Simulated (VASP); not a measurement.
# KMgF3 (R-3m) in VASP: further runs

Runs on KMgF3. Level: LDA. Tasks: single point.

Everything below comes from runs of VASP 6.6.1. Logs are shortened: lines on timing, memory, paths and dates and some standing lists are left out, and cuts for length are marked.

## 1. The cell of the first run

The structure is trigonal, space group R-3m (No. 166). The conventional cell has a = 6.683 Å, b = 6.683 Å, c = 4.911 Å, α = 90.00°, β = 90.00°, γ = 120.00°. K (site symmetry -3m) has 2 Mg at 2.46 Å and 6 F at 2.53 Å within 3.2 Å. Within 2.8 Å of Mg (site symmetry -3m) lie 6 F at 2.10 Å and 2 K at 2.46 Å. Within 2.8 Å of F (site symmetry 2/m) lie 2 Mg at 2.10 Å and 2 K at 2.53 Å and 4 F at 2.53 Å.

## 2. Single point, LDA

File INCAR:

```
ALGO     = Normal         # electronic algorithm
EDIFF    = 1E-6           # SCF threshold, eV
ENCUT    = 520            # plane-wave cutoff, eV
GGA      = CA             # functional
ISIF     = 2              # what is computed and relaxed
ISMEAR   = 0              # smearing method
LASPH    = T              # aspherical terms in the spheres
LCHARG   = T              # write CHGCAR
LELF     = T              # ELF
LREAL    = F              # projectors in reciprocal space
LVHAR    = T            
LWAVE    = F              # write WAVECAR
NBANDS   = 24             # bands
NELM     = 80             # most SCF steps
PREC     = Accurate       # precision mode
SIGMA    = 0.05           # smearing width, eV
```

File KPOINTS:

```
k-points
0
Gamma
  6 6 6
```

File POSCAR:

```
KMgF3
1.0
    4.0956994065     -0.6301076010     -0.6301076010
   -0.6301076010      4.0956994065     -0.6301076010
   -0.6301076010     -0.6301076010      4.0956994065
K Mg F
1 1 3
Direct
    0.5000000000      0.5000000000      0.5000000000
    0.0000000000      0.0000000000      0.0000000000
    0.5000000000      0.0000000000      0.0000000000
    0.0000000000      0.5000000000      0.0000000000
    0.0000000000      0.0000000000      0.5000000000
```

Potentials or basis: VASP PAW LDA potentials, release 64 (K_sv, Mg, F).

Run with:

```
$ cat potpaw_LDA.64/K_sv/POTCAR potpaw_LDA.64/Mg/POTCAR potpaw_LDA.64/F/POTCAR > POTCAR
$ mpirun -np 1 vasp_std > vasp.out
```

OUTCAR:

```text
EDIFF = 1E-6
   ENCUT = 520
   GGA = CA
   ISIF = 2
   ISMEAR = 0
   LASPH = T
   LREAL = F
   NELM = 80
   PREC = Accurate

 ion  position               nearest neighbor table
   1  0.500  0.500  0.500-   2 2.46   2 2.46   4 2.53   5 2.53   3 2.53   4 2.53   5 2.53   3 2.53

   2  0.000  0.000  0.000-   5 2.10   5 2.10   3 2.10   4 2.10   4 2.10   3 2.10   1 2.46   1 2.46

   3  0.500  0.000  0.000-   2 2.10   2 2.10   1 2.53   1 2.53
   4  0.000  0.500  0.000-   2 2.10   2 2.10   1 2.53   1 2.53
   5  0.000  0.000  0.500-   2 2.10   2 2.10   1 2.53   1 2.53

  LATTYP: Found a trigonal (rhomboedric) cell.
 ALAT       =     4.1915181982
 COS(alpha) =    -0.2711864407

  Lattice vectors:

 A1 = (   4.0956994065,  -0.6301076010,  -0.6301076010)
 A2 = (  -0.6301076010,   4.0956994065,  -0.6301076010)
 A3 = (  -0.6301076010,  -0.6301076010,   4.0956994065)

Analysis of symmetry for initial positions (statically):
=====================================================================
 Subroutine PRICEL returns:
 Original cell was already a primitive cell.

 Routine SETGRP: Setting up the symmetry group for a
 trigonal (rhombohedral) supercell.

 Subroutine GETGRP returns: Found 12 space group operations
 (whereof 12 operations were pure point group operations)
 out of a pool of 12 trial point group operations.

The static configuration has the point symmetry D_3d.

Analysis of symmetry for dynamics (positions and initial velocities):
=====================================================================
 Subroutine PRICEL returns:
 Original cell was already a primitive cell.

 Routine SETGRP: Setting up the symmetry group for a
 trigonal (rhombohedral) supercell.

 Subroutine GETGRP returns: Found 12 space group operations
 (whereof 12 operations were pure point group operations)
 out of a pool of 12 trial point group operations.

The dynamic configuration has the point symmetry D_3d.

 Subroutine INISYM returns: Found 12 space group operations
 (whereof 12 operations are pure point group operations),
 and found     1 'primitive' translations

----------------------------------------------------------------------------------------

                                     Primitive cell

  volume of cell :      63.3256

  direct lattice vectors                    reciprocal lattice vectors
     4.095699406 -0.630107601 -0.630107601     0.258627197  0.047023127  0.047023127
    -0.630107601  4.095699406 -0.630107601     0.047023127  0.258627197  0.047023127
    -0.630107601 -0.630107601  4.095699406     0.047023127  0.047023127  0.258627197

  length of vectors
     4.191518198  4.191518198  4.191518198     0.267040027  0.267040027  0.267040027

  position of ions in fractional coordinates (direct lattice)
     0.500000000  0.500000000  0.500000000
     0.000000000  0.000000000  0.000000000
     0.500000000  0.000000000  0.000000000
     0.000000000  0.500000000  0.000000000
     0.000000000  0.000000000  0.500000000

  ion indices of the primitive-cell ions
   primitive index   ion index
                 1           1
                 2           2
                 3           3
                 4           4
                 5           5

----------------------------------------------------------------------------------------

 KPOINTS: k-points

Automatic generation of k-mesh.
 Grid dimensions read from file:
 generate k-points for:    6    6    6

 Generating k-lattice:

  Cartesian coordinates                     Fractional coordinates (reciprocal lattice)
     0.043104533  0.007837188  0.007837188     0.166666667 -0.000000000 -0.000000000
     0.007837188  0.043104533  0.007837188    -0.000000000  0.166666667 -0.000000000
     0.007837188  0.007837188  0.043104533    -0.000000000 -0.000000000  0.166666667

  Length of vectors
     0.044506671  0.044506671  0.044506671

  Shift w.r.t. Gamma in fractional coordinates (k-lattice)
     0.000000000  0.000000000  0.000000000

 Subroutine IBZKPT returns following result:
 ===========================================

 Found     32 irreducible k-points:

 Following reciprocal coordinates:
            Coordinates               Weight
  0.000000  0.000000  0.000000      1.000000
  0.166667 -0.000000  0.000000      6.000000
  0.333333 -0.000000  0.000000      6.000000
  0.500000 -0.000000 -0.000000      3.000000
  0.166667  0.166667  0.000000      6.000000
  0.333333  0.166667 -0.000000     12.000000
[... 16 lines left out ...]
  0.500000  0.500000  0.166667      6.000000
 -0.333333  0.500000  0.166667     12.000000
 [... further k-points ...]
   k-points           NKPTS =     32   k-points in BZ     NKDIM =     32   number of bands    NBANDS=     24
   number of dos      NEDOS =    301   number of ions     NIONS =      5
   total plane-waves  NPLWV =  32768
   dimension x,y,z NGX =    32 NGY =   32 NGZ =   32
   dimension x,y,z NGXF=    64 NGYF=   64 NGZF=   64
   ions per type =               1   1   3
   NGX,Y,Z   is equivalent  to a cutoff of  12.69, 12.69, 12.69 a.u.
   NGXF,Y,Z  is equivalent  to a cutoff of  25.38, 25.38, 25.38 a.u.
 SYSTEM =  unknown system
   PREC   = accura    normal or accurate (medium, high low for compatibility)
   ISTART =      0    job   : 0-new  1-cont  2-samecut
   ICHARG =      2    charge: 1-file 2-atom 10-const
   ISPIN  =      1    spin polarized calculation?
   LNONCOLLINEAR =      F non collinear calculations
   LSORBIT =      F    spin-orbit coupling
   LASPH  =      T    aspherical Exc in radial PAW
   ENCUT  =  520.0 eV  38.22 Ry    6.18 a.u.   7.79  7.79  7.79*2*pi/ulx,y,z
   NELM   =     80;   NELMIN=  2; NELMDL= -5     # of ELM steps
   EDIFF  = 0.1E-05   stopping-criterion for ELM
   LREAL  =      F    real-space projection
   EDIFFG = 0.1E-04   stopping-criterion for IOM
   NSW    =      0    number of steps for IOM
   IBRION =     -1    ionic relax: 0-MD 1-quasi-New 2-CG
   NFREE  =      0    steps in history (QN), initial steepest desc. (CG)
   ISIF   =      2    stress and relaxation
   ISYM   =      2    0-nonsym 1-usesym 2-fastsym
   POTIM  = 0.5000    time-step for ionic-motion
   TEBEG  =    0.0;   TEEND  =   0.0 temperature during run
   PSTRESS=    0.0 pullay stress
   NELECT =      32.0000    total number of electrons
   NUPDOWN=      -1.0000    fix difference up-down
   EMIN   =  10.00;   EMAX   =-10.00  energy-range for DOS
   EFERMI =   0.00;   METHOD = LEGACY
   ISMEAR =     0;   SIGMA  =   0.05  broadening in eV -4-tet -1-fermi 0-gaus
   EFERMI_NEDOS =   21; number of points for ismear=-14 and -15
   IALGO  =     38    algorithm
   IMIX   =      4    mixing-type and parameters
     AMIX     =   0.40;   BMIX     =  1.00
     AMIX_MAG =   1.60;   BMIX_MAG =  1.00
  volume/ion in A,a.u.               =      12.67        85.47
  Fermi-wavevector in a.u.,A,eV,Ry     =   1.303962  2.464132 23.134232  1.700318
  Thomas-Fermi vector in A             =   2.434930
   LORBIT       =      0    0 simple, 1 ext, 2 COOP (PROOUT), +10 PAW based schemes
   GGA     = CA    functional components
   LHFCALC =     F    Hartree Fock is set to
   AEXX    =    0.0000 exact exchange contribution
   IVDW    =     0    specifies the selected vdW correction
   LEPSILON=     F    determine dielectric tensor
   LRPA    =     F    only Hartree local field effects (RPA)
 non-spin polarized calculation
 Gauss-broadening in eV      SIGMA  =   0.05
  energy-cutoff  :      520.00
  volume of cell :       63.33
 maximum number of plane-waves:      1720
   NGX = 15   NGY = 15   NGZ = 15

 number of electron      32.0000021 magnetization

 Free energy of the ion-electron system (eV)
  ---------------------------------------------------
  ext. energy  EPLUGINS =         0.00000000
  ---------------------------------------------------
  free energy    TOTEN  =       -24.02978341 eV

  energy without entropy =      -24.02978341  energy(sigma->0) =      -24.02978341

 E-fermi :  -0.5890     XC(G=0): -10.3515

 val. band max:       -0.8906053556   @ k =   0.5000   0.5000   0.5000
 cond. band min:       4.1916072474   @ k =   0.0000   0.0000   0.0000
 fundamental gap:      5.0822126029
 Fermi energy:        -0.5890426742

 k-point     1 :       0.0000    0.0000    0.0000
  band No.  band energies     occupation
      1     -27.9912      2.00000
      2     -21.2336      2.00000
      3     -20.3991      2.00000
      4     -20.3991      2.00000
      5     -12.4694      2.00000
      6     -11.5466      2.00000
[... 16 lines left out ...]
     23      13.5062      0.00000
     24      14.2958      0.00000

 k-point     2 :       0.1667   -0.0000    0.0000
  band No.  band energies     occupation
      1     -27.9822      2.00000
      2     -21.2057      2.00000
      3     -20.4557      2.00000
      4     -20.4079      2.00000
      5     -12.4263      2.00000
      6     -11.5456      2.00000
[... 16 lines left out ...]
     23      12.0230      0.00000
     24      14.8386      0.00000

 k-point     3 :       0.3333   -0.0000    0.0000
  band No.  band energies     occupation
      1     -27.9639      2.00000
      2     -21.1315      2.00000
      3     -20.5873      2.00000
      4     -20.4258      2.00000
      5     -12.3448      2.00000
      6     -11.5363      2.00000
[... 16 lines left out ...]
     23      11.3414      0.00000
     24      13.4975      0.00000
[... 514 lines left out ...]
 k-point    23 :       0.5000    0.5000    0.1667
  band No.  band energies     occupation
      1     -27.9511      2.00000
      2     -20.9538      2.00000
      3     -20.7900      2.00000
      4     -20.3596      2.00000
      5     -12.3599      2.00000
      6     -11.5613      2.00000
[... 16 lines left out ...]
     23      11.3487      0.00000
     24      11.6758      0.00000

 k-point    24 :      -0.3333    0.5000    0.1667
  band No.  band energies     occupation
      1     -27.9517      2.00000
      2     -20.9779      2.00000
      3     -20.8225      2.00000
      4     -20.2914      2.00000
      5     -12.4034      2.00000
      6     -11.5969      2.00000
[... 16 lines left out ...]
     23      11.1208      0.00000
     24      11.4672      0.00000

 [... further k-points ...]

------------------------ aborting loop because EDIFF is reached ----------------------------------------

  FORCE on cell =-STRESS in cart. coord.  units (eV):
  Direction    XX          YY          ZZ          XY          YZ          ZX
  --------------------------------------------------------------------------------------
  -------------------------------------------------------------------------------------
  Total       -0.6463701     -0.6463701     -0.6463701      5.8749161      5.8749161      5.8749161
  in kB      -16.3535735    -16.3535735    -16.3535735    148.6390950    148.6390950    148.6390950
  external PRESSURE =     -16.3535735 kB  Pullay stress =       0.0000000 kB

 VOLUME and BASIS-vectors are now :
 -----------------------------------------------------------------------------
  energy-cutoff  :      520.00
  volume of cell :       63.33
      direct lattice vectors                 reciprocal lattice vectors
     4.095699406 -0.630107601 -0.630107601     0.258627197  0.047023127  0.047023127
    -0.630107601  4.095699406 -0.630107601     0.047023127  0.258627197  0.047023127
    -0.630107601 -0.630107601  4.095699406     0.047023127  0.047023127  0.258627197

 POSITION                                       TOTAL-FORCE (eV/Angst)
 -----------------------------------------------------------------------------------
      1.41774      1.41774      1.41774        -0.000000     -0.000000      0.000000
      0.00000      0.00000      0.00000        -0.000000      0.000000     -0.000000
      2.04785     -0.31505     -0.31505         0.000000      0.000000      0.000000
     -0.31505      2.04785     -0.31505         0.000000      0.000000     -0.000000
     -0.31505     -0.31505      2.04785        -0.000000      0.000000     -0.000000
 -----------------------------------------------------------------------------------
    total drift:                                0.000000      0.000000     -0.000000

  FREE ENERGIE OF THE ION-ELECTRON SYSTEM (eV)
  ---------------------------------------------------
  free  energy   TOTEN  =       -24.0297834122 eV

  energy  without entropy=      -24.0297834122  energy(sigma->0) =      -24.02978341
```

Run time: 49 s. Hardware: 1 thread of Intel Xeon 8259CL, shared host; peak memory 0.18 GiB.

Results:

* Free energy: -24.0298 eV
* Pressure: -1.6 GPa
* Band gap on the k mesh: 5.08 eV (least direct gap 5.09 eV)

Levels at points of the mesh, in eV from the valence-band top:
```csv
k point,band 14,band 15,band 16,band 17,band 18,band 19
"(0.00, 0.00, 0.00)",-0.35,-0.01,-0.01,5.08,7.83,7.83
"(0.50, 0.00, 0.00)",-1.33,-1.23,-0.18,8.32,8.63,8.90
"(0.50, 0.50, 0.00)",-1.35,-1.34,-0.11,7.53,9.22,10.05
"(0.50, 0.50, 0.50)",-0.14,-0.14,0.00,7.45,9.55,9.55
```

[end of part 1 of 2]
